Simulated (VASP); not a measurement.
Na (a cell with a defect): single point with PBE

The system is Na (a cell with a defect).

```
CELL_PARAMETERS angstrom
5.62702 -3.24876 -6.07387
-5.62702 -3.24876 -6.07387
0.00000 6.49753 -6.07387
ATOMIC_POSITIONS crystal
Na 0.12573 0.50976 0.12573
Na 0.81018 0.46936 0.47834
Na 0.47419 0.14857 0.14003
Na 0.47834 0.46936 0.81018
Na 0.14003 0.14857 0.47419
Na 0.73746 0.78160 0.15402
Na 0.79733 0.14052 0.79733
Na 0.50919 0.79418 0.50919
Na 0.15402 0.78160 0.73746
Na 0.19335 0.23517 0.85412
Na 0.85412 0.23517 0.19335
Na 0.49509 0.87575 0.87243
Na 0.53027 0.19170 0.53027
Na 0.26701 0.84557 0.26701
Na 0.84732 0.55241 0.84732
Na 0.87243 0.87575 0.49509
Na 0.51440 0.50851 0.19935
Na 0.19935 0.50851 0.51440
Na 0.03881 0.93166 0.03881
```

* Program: VASP 6.6.1
* Task: single point
* Functional: PBE
* Potentials or basis: VASP PAW PBE potentials, release 64 (Na_pv)
* Cutoff: 520 eV
* k mesh: 3 × 3 × 3
* Occupations: gaussian, width 0.1 eV
* Spin: no spin polarisation

| Property | Result |
| --- | --- |
| Pressure | 0.7 GPa |
| Largest force | 0.028 eV/Å |
| Band gap on the k mesh | zero (an odd number of electrons rules out a gap without spin polarisation) |

Forces in eV/Å, atoms in the order of the input:
```
Na   0.018  0.010 -0.009
Na  -0.003 -0.002  0.006
Na  -0.007 -0.002  0.004
Na  -0.004 -0.002  0.006
Na  -0.005 -0.005  0.004
Na  -0.008  0.000 -0.003
Na  -0.003 -0.002  0.010
Na   0.003  0.002 -0.001
Na  -0.004 -0.007 -0.003
Na   0.006 -0.013 -0.002
Na  -0.009  0.012 -0.002
Na  -0.017  0.012  0.009
Na  -0.001 -0.001 -0.001
Na   0.017  0.010 -0.020
Na   0.002  0.001  0.002
Na   0.002 -0.020  0.009
Na   0.002 -0.012 -0.002
Na  -0.009  0.008 -0.002
Na   0.020  0.012 -0.004
```

Stress tensor (GPa, compression positive):
```
 0.51 -0.02  0.00
-0.02  0.54  0.00
 0.00  0.00  1.00
```

Levels at points of the mesh, in eV from the Fermi level:
| k point | band 63 | band 64 | band 65 | band 66 | band 67 | band 68 | band 69 | band 70 |
| --- | --- | --- | --- | --- | --- | --- | --- | --- |
| (0.00, 0.00, 0.00) | -1.37 | -1.34 | -0.10 | -0.09 | -0.08 | -0.08 | -0.06 | -0.05 |

It took 7 min on 1 thread of Intel(R) Xeon(R) 6975P-C (Granite Rapids), with other jobs on the host, peak memory 0.85 GiB.
